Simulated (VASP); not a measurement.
BN: single point with PBE

The system is BN.

```
B N
1.0
     2.55458    0.00000    0.00000
    -1.27729    2.21233    0.00000
     0.00000    0.00000    4.22451
B N
2 2
Direct
  0.66667 0.33333 0.96477
  0.33333 0.66667 0.53484
  0.66667 0.33333 0.67845
  0.33333 0.66667 0.07193
```

This cell differs from its parent crystal: mode 8 (949.4 1/cm) frozen in, largest displacement +0.225 Å.

```json
{
  "Program": "VASP 6.6.1",
  "Task": "single point",
  "Functional": "PBE",
  "Potentials or basis": "VASP PAW PBE potentials, release 64 (B, N)",
  "Cutoff": "520 eV",
  "k mesh": "12 × 12 × 6",
  "Occupations": "gaussian, width 0.05 eV",
  "Spin": "no spin polarisation",
  "Dipole correction": "no",
  "Further INCAR settings": "ALGO = Normal; EDIFF = 1e-06; NBANDS = 16"
}
```

| Item | Value |
| --- | --- |
| Pressure | 52.9 GPa |
| Largest force | 22.995 eV/Å |
| Band gap on the k mesh | 4.00 eV, indirect (least direct gap 5.50 eV) |

Forces on the atoms (eV/Å):
```
B     0.000   0.000  17.574
B     0.000   0.000  -2.229
N     0.000   0.000 -22.995
N     0.000   0.000   7.650
```

Stress tensor (GPa, compression positive):
```
  7.00   0.00   0.00
  0.00   7.00   0.00
  0.00   0.00 144.67
```

Levels at points of the mesh, in eV from the valence-band top:
| k point | band 5 | band 6 | band 7 | band 8 | band 9 | band 10 | band 11 | band 12 |
| --- | --- | --- | --- | --- | --- | --- | --- | --- |
| (0.00, 0.00, 0.00) | -3.70 | -1.27 | 0.00 | 0.00 | 5.73 | 7.31 | 7.31 | 8.77 |
| (0.50, 0.00, 0.00) | -7.11 | -6.40 | -3.99 | -1.99 | 5.61 | 6.88 | 8.45 | 9.60 |
| (0.00, 0.00, 0.50) | -3.51 | -3.51 | -0.38 | -0.38 | 5.12 | 7.77 | 7.77 | 9.87 |
| (0.50, 0.00, 0.50) | -6.10 | -5.68 | -2.70 | -1.73 | 4.00 | 6.04 | 8.47 | 10.38 |

It took 48 s on 1 thread of AMD EPYC 7R13 (shared host), peak memory 0.15 GiB.

Caveat: the cell differs from its parent crystal (mode 8 (949.4 1/cm) frozen in, largest displacement +0.225 Å); forces of over 1 eV/Å act on the atoms, so gaps and moduli don't describe the material at rest. A k mesh can miss the band edges.
